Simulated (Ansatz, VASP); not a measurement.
# One calculation of BeS3, two programs

INCAR

```
ALGO = Normal
EDIFF = 1E-6
ENCUT = 600
GGA = PE
GGA_COMPAT = F
ISIF = 2
ISMEAR = 0
LASPH = T
LCHARG = F
LREAL = F
LWAVE = F
NBANDS = 30
NELM = 120
PREC = Accurate
SIGMA = 0.1
```

File KPOINTS:

```
k-points
0
Gamma
  4 4 4
```

Contents of POSCAR:

```
BeS3
1.0
    5.2725569391      0.0000000000      0.0000000000
    0.0000000000      5.2725569391      0.0000000000
    0.0000000000      0.0000000000      5.2725569391
Be S
2 6
Direct
    0.0000000000      0.0000000000      0.0000000000
    0.5000000000      0.5000000000      0.5000000000
    0.0000000000      0.5000000000      0.2500000000
    0.0000000000      0.5000000000      0.7500000000
    0.2500000000      0.0000000000      0.5000000000
    0.7500000000      0.0000000000      0.5000000000
    0.5000000000      0.7500000000      0.0000000000
    0.5000000000      0.2500000000      0.0000000000
```

Input for Ansatz:

```yaml
crystal:
  lattice:
    - [5.2725569391, 0.0, 0.0]
    - [0.0, 5.2725569391, 0.0]
    - [0.0, 0.0, 5.2725569391]
  atoms:
    - { symbol: Be, position: [0.0, 0.0, 0.0] }
    - { symbol: Be, position: [0.5, 0.5, 0.5] }
    - { symbol: S, position: [0.0, 0.5, 0.25] }
    - { symbol: S, position: [0.0, 0.5, 0.75] }
    - { symbol: S, position: [0.25, 0.0, 0.5] }
    - { symbol: S, position: [0.75, 0.0, 0.5] }
    - { symbol: S, position: [0.5, 0.75, 0.0] }
    - { symbol: S, position: [0.5, 0.25, 0.0] }
basis:
  ecutwfc: 420
kpoints:
  mp_grid: { grid: [4, 4, 4] }
hamiltonian:
  xc: pbe
scf:
  occupations: { method: gaussian, width: 0.1 }
  lower_state_search: "off"
output:
  forces: true
  stress: true
  eigenvalues: true
```

Alike in both runs: task single point; functional PBE; k mesh 4 × 4 × 4; occupations gaussian, width 0.1 eV; no spin polarisation.

```csv
,VASP,Ansatz
version,VASP 6.6.1,Ansatz 0.2.0
potentials or method,"VASP PAW PBE potentials, release 64 (Be, S), cutoff 600 eV","scalar-relativistic, plane waves, PAW"
valence electrons in the cell,40,40
```

```tsv
	VASP	Ansatz	Ansatz less VASP
gap on the k mesh at the Fermi level (eV)	none	none	-
pressure (GPa)	-11.9	-11.9	+0.04
```

A gap of «none» marks a metal or a gap that the smearing closes.
